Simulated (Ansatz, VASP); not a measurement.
## One calculation of Hf, two programs

File POSCAR:

```
Hf
1.0
   -1.8050000000      1.8050000000      1.8050000000
    1.8050000000     -1.8050000000      1.8050000000
    1.8050000000      1.8050000000     -1.8050000000
Hf
1
Direct
    0.0000000000      0.0000000000      0.0000000000
```

Contents of INCAR.step1:

```
SYSTEM = Hf
  PREC = Accurate
  ENCUT = 520
  ISMEAR = -1
  SIGMA = 0.05
  LREAL = .FALSE.
  LASPH = .TRUE.
  NELM = 150
  MAGMOM = 0 0 0
  LSORBIT = .TRUE.
  GGA_COMPAT = .FALSE.
  LMAXMIX = 4
  NBANDS = 21
  GGA = PE
  ALGO = Normal
  EDIFF = 1E-4
  LWAVE = .TRUE.
  LCHARG = .FALSE.
```

INCAR.step2

```
SYSTEM = Hf
  PREC = Accurate
  ENCUT = 520
  EDIFF = 1E-7
  ISMEAR = -1
  SIGMA = 0.05
  LREAL = .FALSE.
  LASPH = .TRUE.
  NELM = 150
  ALGO = Normal
  ISIF = 2
  LWAVE = .FALSE.
  LCHARG = .FALSE.
  MAGMOM = 0 0 0
  LORBIT = 11
  LSORBIT = .TRUE.
  GGA_COMPAT = .FALSE.
  LORBMOM = .TRUE.
  LMAXMIX = 4
  METAGGA = R2SCAN
  LMIXTAU = .TRUE.
  NBANDS = 21
  ISTART = 1
```

File KPOINTS:

```
regular mesh
0
G
  7 7 7
  0 0 0
```

File input.yaml:

```yaml
crystal:
  lattice:
    - [-1.805, 1.805, 1.805]
    - [1.805, -1.805, 1.805]
    - [1.805, 1.805, -1.805]
  atoms:
    - { symbol: Hf, position: [0.0, 0.0, 0.0] }
hamiltonian:
  xc: r2scan
  pseudopotentials: { kind: paw_fr }
magnetization:
  noncollinear: true
  spin_orbit: true
kpoints:
  mp_grid: { grid: [7, 7, 7] }
  band_path:
    path:
      - [[0.0, 0.0, 0.0], [0.5, -0.5, 0.5], [0.0, 0.0, 0.5], [0.0, 0.0, 0.0], [0.25, 0.25, 0.25], [0.5, -0.5, 0.5]]
      - [[0.25, 0.25, 0.25], [0.0, 0.0, 0.5]]
    npoints: 14
scf:
  occupations: { method: fermi_dirac, width: 0.05 }
  n_extra_bands: 6
output:
  forces: true
  stress: true
  eigenvalues: true
  fatbands: true
  write_density: true
  write_potential: true
  elf: true
  volumetric_format: npy
```

Alike in both runs: functional r2SCAN; k mesh 7 × 7 × 7; occupations fermi-dirac, width 0.05 eV; non-collinear spin, spin-orbit coupling.

|  | VASP | Ansatz |
| --- | --- | --- |
| version | VASP 6.6.1 | Ansatz 0.2.0 |
| potentials or method | VASP PAW PBE potentials, release 64 (Hf_pv) | Ansatz PAW |
| plane-wave cutoff (eV) | 520 | 500 |
| valence electrons in the cell | 10 | 26 |
| task | single point | band structure |

|  | VASP | Ansatz | Ansatz less VASP |
| --- | --- | --- | --- |
| pressure (GPa) | -6.0 | -5.5 | +0.50 |
| net moment per atom (μB) | 0.00 | 0.00 | 0.000 |

VASP's potentials were made for PBE, not for r2SCAN. VASP's potentials hold 10 valence electrons a cell and Ansatz's 26, so a difference there can come from the potentials and not from the codes.
